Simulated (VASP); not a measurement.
Here is a VASP 6.6.1 calculation.

INCAR

```
PREC     = Accurate       # precision mode
ENCUT    = 520            # plane-wave cutoff, eV
EDIFF    = 1E-8           # SCF threshold, eV
ISMEAR   = -1             # smearing method
SIGMA    = 0.01           # smearing width, eV
LREAL    = F              # projectors in reciprocal space
LASPH    = T              # aspherical terms in the spheres
NELM     = 120            # most SCF steps
ALGO     = Normal         # electronic algorithm
ISIF     = 2              # what is computed and relaxed
LWAVE    = F              # write WAVECAR
LCHARG   = F              # write CHGCAR
LEFG     = T            
NBANDS   = 19             # bands
GGA_COMPAT= F
```

KPOINTS

```
regular mesh
0
Gamma
  8 8 8
```

The input POSCAR:

```
BaF2
1.0
    0.0000000000      3.0792436684      3.0792436684
    3.0792436684      0.0000000000      3.0792436684
    3.0792436684      3.0792436684      0.0000000000
Ba F
1 2
Direct
    0.0000000000      0.0000000000      0.0000000000
    0.2500000000      0.2500000000      0.2500000000
    0.7500000000      0.7500000000      0.7500000000
```

Potentials or basis: VASP PAW LDA potentials, release 64 (Ba_sv, F).

The run is started by

```bash
$ cat potpaw_LDA.64/Ba_sv/POTCAR potpaw_LDA.64/F/POTCAR > POTCAR
$ mpirun -np 1 vasp_std > vasp.out
```

(1) Predict the band gap on the k mesh.

(2) Predict the pressure.

## Answers

(1) 6.47 eV, indirect (least direct gap 6.57 eV).

(2) -2.2 GPa.

Caveat: without QUAD_EFG the Cq values of the log hold for a quadrupole moment of 1 mb, not for the nuclei; spin-orbit coupling is left out, which moves the levels of the heavy elements.
